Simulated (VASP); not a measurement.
Wanted: the native input for a VASP 6.6.1 run.

| Item | Value |
| --- | --- |
| Task | relaxation of cell and atoms |
| Functional | LDA |
| Potentials or basis | VASP PAW LDA potentials, release 64 (Y_sv, Al, N) |
| Cutoff | 600 eV |
| k mesh | 6 × 6 × 4 |
| Occupations | gaussian, width 0.02 eV |
| Spin | no spin polarisation |
| Dipole correction | no |
| Further INCAR settings | ALGO = Normal; EDIFF = 1e-07; IBRION = 2; EDIFFG = -0.002; NSW = 100; ISIF = 3 |

The structure of YAl3N4 lies in POSCAR:

```
YAl3N4
1.0
    4.9707342587     -2.8549354636      0.0069854424
   -3.3857159790     -0.1117835951     -4.5994385713
    3.5017886159      6.0354372028      0.0490983671
Y Al N
2 6 8
Direct
    0.3198195005      0.0090896906     -0.0118986937
    0.9301804995      0.4909103094      0.1368986937
    0.8305588212     -0.0174893168      0.2549705887
    0.3552949465      0.0739188709      0.5148346371
    0.8237075796     -0.0425454003      0.7312749331
    0.4262924204      0.5425454003      0.3937250669
    0.8947050535      0.4260811291      0.6101653629
    0.4194411788      0.5174893168      0.8700294113
    0.5513521179      0.5325751006      0.1401403407
    0.0628940345      0.4203659050      0.3916957740
    0.6093200446      0.5131603381      0.6128991791
    0.0924556817      0.5238667889      0.8546327687
    0.6986478821     -0.0325751006     -0.0151403407
    0.1575443183     -0.0238667889      0.2703672313
    0.6406799554     -0.0131603381      0.5121008209
    0.1871059655      0.0796340950      0.7333042260
```

These files were run (other wordings do the same):

INCAR

```
SYSTEM = YAl3N4
PREC     = Accurate       ! precision mode
ENCUT    = 600            ! plane-wave cutoff, eV
EDIFF    = 1E-7           ! SCF threshold, eV
ISMEAR   = 0              ! smearing method
SIGMA    = 0.02           ! smearing width, eV
LREAL    = .False.        ! projectors in reciprocal space
LASPH    = .True.         ! aspherical terms in the spheres
NELM     = 120            ! most SCF steps
ALGO     = Normal         ! electronic algorithm
ISIF     = 3              ! what is computed and relaxed
LWAVE    = .False.        ! write WAVECAR
LCHARG   = .False.        ! write CHGCAR
GGA      = CA             ! functional
IBRION   = 2              ! ionic algorithm
NSW      = 100            ! ionic steps
EDIFFG   = -0.002         ! ionic threshold
GGA_COMPAT= .False.      
NELMIN   = 4            
KPAR     = 4
```

KPOINTS

```
Automatic mesh
0
Gamma
  6 6 4
  0 0 0
```

Potentials or basis: VASP PAW LDA potentials, release 64 (Y_sv, Al, N).

Run with:

```sh
$ cat potpaw_LDA.64/Y_sv/POTCAR potpaw_LDA.64/Al/POTCAR potpaw_LDA.64/N/POTCAR > POTCAR
$ mpirun -np 4 vasp_std > vasp.out
```

Results of the run:

| Item | Value |
| --- | --- |
| Relaxed volume | 11.28 Å³/atom |
| Relaxed cell | a = 5.792 Å, b = 5.589 Å, c = 7.068 Å, α = 108.99°, β = 89.88°, γ = 121.50° |
| Space group after relaxing (to 0.1 Å) | P-1 (No. 2) |
| Energy gained by relaxing | 1.3 meV/atom |
| Ionic steps | 63 |
| Pressure after relaxing | 0.0 GPa |
| Band gap on the k mesh | 2.11 eV (least direct gap 2.48 eV) |

Run time: 69 min on 4 MPI ranks on Intel(R) Xeon(R) 6975P-C (Granite Rapids), with other jobs on the host, peak memory 0.77 GiB a rank.
